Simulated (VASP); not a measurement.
# Cu2IBr (R-3m) in VASP: notebook

Aim: see how the results for Cu2IBr move with the level of theory and the settings. Levels: LDA, LDA+U. Tasks: single point.

Program: VASP 6.6.1. These are calculated values, not measurements. Logs are shortened: lines on timing, memory, paths and dates and some standing lists are left out, and cuts for length are marked.

## (1) The cell of the first run

The structure is trigonal, space group R-3m (No. 166). The conventional cell has a = 3.937 Å, b = 3.937 Å, c = 19.163 Å, α = 90.00°, β = 90.00°, γ = 120.00°. I (site symmetry -3m) has 6 Cu at 2.79 Å within 3.7 Å. Within 3.6 Å of Br (site symmetry -3m) lie 6 Cu at 2.77 Å. Cu (site symmetry 3m) has 3 Br at 2.77 Å and 3 I at 2.79 Å within 3.6 Å.

## (2) Single point, LDA

The input, INCAR:

```
PREC = Accurate
ENCUT = 520
EDIFF = 1E-6
ISMEAR = -1
SIGMA = 0.05
LREAL = F
LASPH = T
NELM = 80
ALGO = Normal
ISIF = 2
LWAVE = F
LCHARG = F
NBANDS = 26
```

The input, KPOINTS:

```
regular mesh
0
Gamma
  8 8 8
```

The input, POSCAR:

```
Cu2IBr
1.0
    1.9685310750      1.1365319461      6.3876248825
   -1.9685310750      1.1365319461      6.3876248825
    0.0000000000     -2.2730638921      6.3876248825
I Br Cu
1 1 2
Direct
    0.0000000000      0.0000000000      0.0000000000
    0.5000000000      0.5000000000      0.5000000000
    0.2490310000      0.2490310000      0.2490310000
    0.7509690000      0.7509690000      0.7509690000
```

Potentials or basis: VASP PAW LDA potentials, release 64 (I, Br, Cu).

Launch:

```
$ cat potpaw_LDA.64/I/POTCAR potpaw_LDA.64/Br/POTCAR potpaw_LDA.64/Cu/POTCAR > POTCAR
$ mpirun -np 1 vasp_std > vasp.out
```

OUTCAR:

```text
PREC = Accurate
   ENCUT = 520
   EDIFF = 1E-6
   ISMEAR = -1
   LREAL = F
   LASPH = T
   NELM = 80
   ISIF = 2

 ion  position               nearest neighbor table
   1  0.000  0.000  0.000-   4 2.79   3 2.79   4 2.79   4 2.79   3 2.79   3 2.79
   2  0.500  0.500  0.500-   3 2.77   4 2.77   3 2.77   3 2.77   4 2.77   4 2.77
   3  0.249  0.249  0.249-   2 2.77   2 2.77   2 2.77   1 2.79   1 2.79   1 2.79
   4  0.751  0.751  0.751-   2 2.77   2 2.77   2 2.77   1 2.79   1 2.79   1 2.79

  LATTYP: Found a trigonal (rhomboedric) cell.
 ALAT       =     6.7800126178
 COS(alpha) =     0.8314015641

  Lattice vectors:

 A1 = (   1.9685310750,   1.1365319461,   6.3876248825)
 A2 = (  -1.9685310750,   1.1365319461,   6.3876248825)
 A3 = (   0.0000000000,  -2.2730638921,   6.3876248825)

Analysis of symmetry for initial positions (statically):
=====================================================================
 Subroutine PRICEL returns:
 Original cell was already a primitive cell.

 Routine SETGRP: Setting up the symmetry group for a
 trigonal (rhombohedral) supercell.

 Subroutine GETGRP returns: Found 12 space group operations
 (whereof 12 operations were pure point group operations)
 out of a pool of 12 trial point group operations.

The static configuration has the point symmetry D_3d.

Analysis of symmetry for dynamics (positions and initial velocities):
=====================================================================
 Subroutine PRICEL returns:
 Original cell was already a primitive cell.

 Routine SETGRP: Setting up the symmetry group for a
 trigonal (rhombohedral) supercell.

 Subroutine GETGRP returns: Found 12 space group operations
 (whereof 12 operations were pure point group operations)
 out of a pool of 12 trial point group operations.

The dynamic configuration has the point symmetry D_3d.

 Subroutine INISYM returns: Found 12 space group operations
 (whereof 12 operations are pure point group operations),
 and found     1 'primitive' translations

----------------------------------------------------------------------------------------

                                     Primitive cell

  volume of cell :      85.7461

  direct lattice vectors                    reciprocal lattice vectors
     1.968531075  1.136531946  6.387624882     0.253996498  0.146644947  0.052184237
    -1.968531075  1.136531946  6.387624882    -0.253996498  0.146644947  0.052184237
     0.000000000 -2.273063892  6.387624882     0.000000000 -0.293289893  0.052184237
[... 87 lines left out ...]
   NELM   =     80;   NELMIN=  2; NELMDL= -5     # of ELM steps
   EDIFF  = 0.1E-05   stopping-criterion for ELM
   LREAL  =      F    real-space projection
   EDIFFG = 0.1E-04   stopping-criterion for IOM
   NSW    =      0    number of steps for IOM
   IBRION =     -1    ionic relax: 0-MD 1-quasi-New 2-CG
   NFREE  =      0    steps in history (QN), initial steepest desc. (CG)
   ISIF   =      2    stress and relaxation
   ISYM   =      2    0-nonsym 1-usesym 2-fastsym
   POTIM  = 0.5000    time-step for ionic-motion
   TEBEG  =    0.0;   TEEND  =   0.0 temperature during run
   PSTRESS=    0.0 pullay stress
   NELECT =      36.0000    total number of electrons
   NUPDOWN=      -1.0000    fix difference up-down
   EMIN   =  10.00;   EMAX   =-10.00  energy-range for DOS
   EFERMI =   0.00;   METHOD = LEGACY
   ISMEAR =    -1;   SIGMA  =   0.05  broadening in eV -4-tet -1-fermi 0-gaus
   EFERMI_NEDOS =   21; number of points for ismear=-14 and -15
   IALGO  =     38    algorithm
   IMIX   =      4    mixing-type and parameters
     AMIX     =   0.40;   BMIX     =  1.00
     AMIX_MAG =   1.60;   BMIX_MAG =  1.00
  volume/ion in A,a.u.               =      21.44       144.66
  Fermi-wavevector in a.u.,A,eV,Ry     =   1.225850  2.316521 20.445600  1.502709
  Thomas-Fermi vector in A             =   2.360873
   LORBIT       =      0    0 simple, 1 ext, 2 COOP (PROOUT), +10 PAW based schemes
   GGA     = CA    functional components
   LHFCALC =     F    Hartree Fock is set to
   AEXX    =    0.0000 exact exchange contribution
   IVDW    =     0    specifies the selected vdW correction
   LEPSILON=     F    determine dielectric tensor
   LRPA    =     F    only Hartree local field effects (RPA)
 non-spin polarized calculation
  energy-cutoff  :      520.00
  volume of cell :       85.75
 maximum number of plane-waves:      2345
   NGX = 25   NGY = 25   NGZ = 25

 number of electron      36.0000007 magnetization

 Free energy of the ion-electron system (eV)
  ---------------------------------------------------
  ext. energy  EPLUGINS =         0.00000000
  ---------------------------------------------------
  free energy    TOTEN  =       -13.39715534 eV

  energy without entropy =      -13.39165219  energy(sigma->0) =      -13.39440376

 E-fermi :   5.3608     XC(G=0): -10.4450

 val. band max:        5.3566024388   @ k =   0.0000   0.0000   0.0000
 cond. band min:       5.6116561603   @ k =   0.0000   0.0000   0.0000
 fundamental gap:      0.2550537215
 Fermi energy:         5.3608107794

 k-point     1 :       0.0000    0.0000    0.0000
  band No.  band energies     occupation
      1     -10.6466      2.00000
      2      -8.6563      2.00000
      3      -1.2470      2.00000
      4       1.5073      2.00000
      5       1.5073      2.00000
      6       3.1226      2.00000
[... 685 lines left out ...]
     25      12.5124      0.00000
     26      13.3264      0.00000

 [... further k-points ...]

------------------------ aborting loop because EDIFF is reached ----------------------------------------

  FORCE on cell =-STRESS in cart. coord.  units (eV):
  Direction    XX          YY          ZZ          XY          YZ          ZX
  --------------------------------------------------------------------------------------
  -------------------------------------------------------------------------------------
  Total       -2.7791264     -2.7791264     -2.8914230     -0.0000000     -0.0000000     -0.0000000
  in kB      -51.9283235    -51.9283235    -54.0266001     -0.0000000     -0.0000000     -0.0000000
  external PRESSURE =     -52.6277491 kB  Pullay stress =       0.0000000 kB

 VOLUME and BASIS-vectors are now :
 -----------------------------------------------------------------------------
  energy-cutoff  :      520.00
  volume of cell :       85.75
      direct lattice vectors                 reciprocal lattice vectors
     1.968531075  1.136531946  6.387624882     0.253996498  0.146644947  0.052184237
    -1.968531075  1.136531946  6.387624882    -0.253996498  0.146644947  0.052184237
     0.000000000 -2.273063892  6.387624882     0.000000000 -0.293289893  0.052184237

 POSITION                                       TOTAL-FORCE (eV/Angst)
 -----------------------------------------------------------------------------------
      0.00000      0.00000      0.00000        -0.000000     -0.000000     -0.000000
      0.00000      0.00000      9.58144         0.000000     -0.000000     -0.000000
      0.00000      0.00000      4.77215        -0.000000      0.000000      0.006571
      0.00000      0.00000     14.39072        -0.000000     -0.000000     -0.006571
 -----------------------------------------------------------------------------------
    total drift:                                0.000000      0.000000     -0.000000

  FREE ENERGIE OF THE ION-ELECTRON SYSTEM (eV)
  ---------------------------------------------------
  free  energy   TOTEN  =       -13.3971553362 eV

  energy  without entropy=      -13.3916521882  energy(sigma->0) =      -13.39440376
```

It took 2.5 min on 1 thread of Intel Xeon 6975P-C (Granite Rapids), shared host; peak memory 0.37 GiB.

What came out:

- Free energy: -13.3972 eV
- Pressure: -5.3 GPa
- Largest force: 0.007 eV/Å
- Band gap on the k mesh: zero (bands 18 and 19 overlap by 0.11 eV)

Forces on the atoms (eV/Å):
```
I    0.000  0.000  0.000
Br   0.000  0.000  0.000
Cu   0.000  0.000  0.007
Cu   0.000  0.000 -0.007
```

Levels at points of the mesh, in eV from the Fermi level:
```csv
k point,band 16,band 17,band 18,band 19,band 20,band 21
"(0.00, 0.00, 0.00)",-1.61,0.00,0.00,0.25,2.87,4.83
"(0.50, 0.00, 0.00)",-1.17,-1.12,-0.91,1.53,2.09,4.95
"(0.50, 0.50, 0.00)",-1.53,-0.32,-0.12,-0.08,2.75,4.80
"(0.50, 0.50, 0.50)",-1.05,-0.40,-0.40,2.39,2.93,5.49
```

Caveat: the cell stands under tension; semilocal functionals underestimate gaps, and a narrow one can read as zero; spin-orbit coupling is left out, which moves the levels of the heavy elements.

## (3) Single point, LDA+U

The input, INCAR:

```
PREC = Accurate ; ENCUT = 520
EDIFF = 1E-6 ; ISMEAR = -1
SIGMA = 0.05 ; LREAL = False
LASPH = True ; NELM = 150
ALGO = Normal ; ISIF = 2
LWAVE = False ; LCHARG = True
LMAXMIX = 4 ; LDAU = True
LDAUTYPE = 2 ; LDAUL = -1 -1 2
LDAUU = 0 0 1 ; LDAUJ = 0 0 0
LDAUPRINT = 1 ; LELF = True
LVHAR = True ; NBANDS = 26
```

KPOINTS is that of step 2.

POSCAR is that of step 2.

Potentials or basis: VASP PAW LDA potentials, release 64 (I, Br, Cu).

Launch:

```
$ cat potpaw_LDA.64/I/POTCAR potpaw_LDA.64/Br/POTCAR potpaw_LDA.64/Cu/POTCAR > POTCAR
$ mpirun -np 1 vasp_std > vasp.out
```

OUTCAR:

```text
PREC = Accurate
   ENCUT = 520
   EDIFF = 1E-6
   ISMEAR = -1
   LREAL = False
   LASPH = True
   NELM = 150
   ISIF = 2

 ion  position               nearest neighbor table
   1  0.000  0.000  0.000-   4 2.79   3 2.79   4 2.79   4 2.79   3 2.79   3 2.79
   2  0.500  0.500  0.500-   3 2.77   4 2.77   3 2.77   3 2.77   4 2.77   4 2.77
   3  0.249  0.249  0.249-   2 2.77   2 2.77   2 2.77   1 2.79   1 2.79   1 2.79
   4  0.751  0.751  0.751-   2 2.77   2 2.77   2 2.77   1 2.79   1 2.79   1 2.79

  LATTYP: Found a trigonal (rhomboedric) cell.
 ALAT       =     6.7800126178
 COS(alpha) =     0.8314015641

  Lattice vectors:

 A1 = (   1.9685310750,   1.1365319461,   6.3876248825)
 A2 = (  -1.9685310750,   1.1365319461,   6.3876248825)
 A3 = (   0.0000000000,  -2.2730638921,   6.3876248825)

Analysis of symmetry for initial positions (statically):
=====================================================================
 Subroutine PRICEL returns:
 Original cell was already a primitive cell.

 Routine SETGRP: Setting up the symmetry group for a
 trigonal (rhombohedral) supercell.

 Subroutine GETGRP returns: Found 12 space group operations
 (whereof 12 operations were pure point group operations)
 out of a pool of 12 trial point group operations.

The static configuration has the point symmetry D_3d.

Analysis of symmetry for dynamics (positions and initial velocities):
=====================================================================
 Subroutine PRICEL returns:
 Original cell was already a primitive cell.
[... 211 lines left out ...]
  o =  0.9382  v = -0.8263  0.0000 -0.0000  0.5632 -0.0000  0.0000  0.0000  0.0000  0.0000  0.0000      0.0000  0.0000  0.0000  0.0000  0.0000  0.0000  0.0000  0.0000  0.0000  0.0000
  o =  0.9382  v =  0.0000 -0.5632  0.0000 -0.0000  0.8263  0.0000  0.0000  0.0000  0.0000  0.0000      0.0000  0.0000  0.0000  0.0000  0.0000  0.0000  0.0000  0.0000  0.0000  0.0000
  o =  0.9382  v =  0.0000  0.0000  0.0000  0.0000  0.0000  0.0000 -0.5632  0.0000 -0.0000  0.8263      0.0000  0.0000  0.0000  0.0000  0.0000  0.0000  0.0000  0.0000  0.0000  0.0000
  o =  0.9475  v =  0.0000  0.8263  0.0000  0.0000  0.5632  0.0000  0.0000  0.0000  0.0000  0.0000      0.0000  0.0000  0.0000  0.0000  0.0000  0.0000  0.0000  0.0000  0.0000  0.0000
  o =  0.9475  v =  0.0000  0.0000  0.0000  0.0000  0.0000  0.0000  0.8263  0.0000  0.0000  0.5632      0.0000  0.0000  0.0000  0.0000  0.0000  0.0000  0.0000  0.0000  0.0000  0.0000
  o =  0.9475  v = -0.5632  0.0000  0.0000 -0.8263  0.0000  0.0000  0.0000  0.0000  0.0000  0.0000      0.0000  0.0000  0.0000  0.0000  0.0000  0.0000  0.0000  0.0000  0.0000  0.0000
  o =  0.9475  v =  0.0000  0.0000  0.0000  0.0000  0.0000 -0.5632  0.0000  0.0000 -0.8263  0.0000      0.0000  0.0000  0.0000  0.0000  0.0000  0.0000  0.0000  0.0000  0.0000  0.0000

 number of electron      36.0000007 magnetization

 Free energy of the ion-electron system (eV)
  ---------------------------------------------------
  ext. energy  EPLUGINS =         0.00000000
  ---------------------------------------------------
  free energy    TOTEN  =       -12.83494653 eV

  energy without entropy =      -12.83058898  energy(sigma->0) =      -12.83276775

 E-fermi :   5.2481     XC(G=0): -10.4362

 val. band max:        5.2172422281   @ k =   0.0000   0.0000   0.0000
 cond. band min:       5.2742513313   @ k =  -0.3750  -0.3750   0.1250
 fundamental gap:      0.0570091033
 Fermi energy:         5.2480632092

 k-point     1 :       0.0000    0.0000    0.0000
  band No.  band energies     occupation
      1     -10.6535      2.00000
      2      -8.6636      2.00000
      3      -1.2515      2.00000
      4       1.4074      2.00000
      5       1.4074      2.00000
      6       3.0979      2.00000
[... 685 lines left out ...]
     25      12.5037      0.00000
     26      13.3274      0.00000

 [... further k-points ...]

------------------------ aborting loop because EDIFF is reached ----------------------------------------

  FORCE on cell =-STRESS in cart. coord.  units (eV):
  Direction    XX          YY          ZZ          XY          YZ          ZX
  --------------------------------------------------------------------------------------
  -------------------------------------------------------------------------------------
  Total       -2.8257913     -2.8257913     -2.9435309     -0.0000000     -0.0000000     -0.0000000
  in kB      -52.8002629    -52.8002629    -55.0002424     -0.0000000     -0.0000000     -0.0000000
  external PRESSURE =     -53.5335894 kB  Pullay stress =       0.0000000 kB

 VOLUME and BASIS-vectors are now :
 -----------------------------------------------------------------------------
  energy-cutoff  :      520.00
  volume of cell :       85.75
      direct lattice vectors                 reciprocal lattice vectors
     1.968531075  1.136531946  6.387624882     0.253996498  0.146644947  0.052184237
    -1.968531075  1.136531946  6.387624882    -0.253996498  0.146644947  0.052184237
     0.000000000 -2.273063892  6.387624882     0.000000000 -0.293289893  0.052184237

 POSITION                                       TOTAL-FORCE (eV/Angst)
 -----------------------------------------------------------------------------------
      0.00000      0.00000      0.00000        -0.000000      0.000000      0.000000
      0.00000      0.00000      9.58144         0.000000      0.000000      0.000000
      0.00000      0.00000      4.77215        -0.000000     -0.000000     -0.002004
      0.00000      0.00000     14.39072        -0.000000      0.000000      0.002004
 -----------------------------------------------------------------------------------
    total drift:                                0.000000      0.000000     -0.000000

  FREE ENERGIE OF THE ION-ELECTRON SYSTEM (eV)
  ---------------------------------------------------
  free  energy   TOTEN  =       -12.8349465275 eV

  energy  without entropy=      -12.8305889817  energy(sigma->0) =      -12.83276775
```

Run time: 2.5 min. Hardware: 1 thread of Intel Xeon 6975P-C (Granite Rapids), shared host; peak memory 0.38 GiB.

Results:

| Item | Value |
| --- | --- |
| Free energy | -12.8349 eV |
| Pressure | -5.4 GPa |
| Band gap on the k mesh | zero (bands 18 and 19 overlap by 0.09 eV) |

Forces in eV/Å, atoms in the order of the input:
```
I    0.000  0.000  0.000
Br   0.000  0.000  0.000
Cu   0.000  0.000 -0.002
Cu   0.000  0.000  0.002
```

Levels at points of the mesh, in eV from the Fermi level:
| k point | band 16 | band 17 | band 18 | band 19 | band 20 | band 21 |
| --- | --- | --- | --- | --- | --- | --- |
| (0.00, 0.00, 0.00) | -1.72 | -0.03 | -0.03 | 0.39 | 2.99 | 4.96 |
| (0.50, 0.00, 0.00) | -1.26 | -1.21 | -0.96 | 1.66 | 2.22 | 5.05 |
| (0.50, 0.50, 0.00) | -1.65 | -0.18 | -0.15 | -0.12 | 2.86 | 4.89 |
| (0.50, 0.50, 0.50) | -1.10 | -0.40 | -0.40 | 2.51 | 3.05 | 5.60 |

Eigenvalues of the final occupation matrices:
| site | spin | trace | eigenvalues |
| --- | --- | --- | --- |
| site 3 d | 1 | 4.71 | 0.94 0.94 0.94 0.95 0.95 |
| site 3 d | 2 | 4.71 | 0.94 0.94 0.94 0.95 0.95 |
| site 4 d | 1 | 4.71 | 0.94 0.94 0.94 0.95 0.95 |
| site 4 d | 2 | 4.71 | 0.94 0.94 0.94 0.95 0.95 |

Caveat: the cell stands under tension; semilocal functionals underestimate gaps, and a narrow one can read as zero; spin-orbit coupling is left out, which moves the levels of the heavy elements; U without spin polarisation on a metal has little footing.

(Continued in part 2 of 2.)

The gap in the log of VASP goes by the Fermi energy; the results here count the filled bands.